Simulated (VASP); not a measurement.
Write the native input for VASP 6.6.1 that does the following.

```
Task                   : single point
Functional             : PBE
Potentials or basis    : VASP PAW PBE potentials, release 64 (Mg, Si, N)
Cutoff                 : 520 eV
k mesh                 : 4 × 4 × 4
Occupations            : gaussian, width 0.1 eV
Spin                   : no spin polarisation
Dipole correction      : no
Further INCAR settings : ALGO = Normal; EDIFF = 1e-06; NBANDS = 20
```

The structure of Mg2Si3N lies in POSCAR:

```
Mg2Si3N
1.0
    4.6530695427     -3.2968648625      0.0000000000
    4.6530695427      3.2968648625      0.0000000000
    0.0000000000      0.0000000000      3.6699878182
Mg Si N
2 3 1
Direct
    0.5000000000      0.0000000000      0.5000000000
    0.0000000000      0.5000000000      0.5000000000
    0.7446936151      0.2553063849      0.0000000000
    0.2553063849      0.7446936151      0.0000000000
    0.5000000000      0.5000000000      0.5000000000
    0.0000000000      0.0000000000      0.0000000000
```

The input as run:

INCAR

```
ALGO = Normal
EDIFF = 1E-6
ENCUT = 520
GGA = PE
ISIF = 2
ISMEAR = 0
LASPH = True
LCHARG = False
LREAL = False
LWAVE = False
NBANDS = 20
NELM = 100
PREC = Accurate
SIGMA = 0.1
```

KPOINTS

```
k-points
0
Gamma
  4 4 4
```

Potentials or basis: VASP PAW PBE potentials, release 64 (Mg, Si, N).

Command:

```console
$ cat potpaw_PBE.64/Mg/POTCAR potpaw_PBE.64/Si/POTCAR potpaw_PBE.64/N/POTCAR > POTCAR
$ mpirun -np 1 vasp_std > vasp.out
```

Results of the run:

- Pressure: -0.1 GPa
- Largest force: 0.034 eV/Å

Caveat: the k points lie up to 0.43 Å⁻¹ apart.

It took 58 s on 1 thread of Intel Xeon 8259CL, with other jobs on the host, peak memory 0.23 GiB.
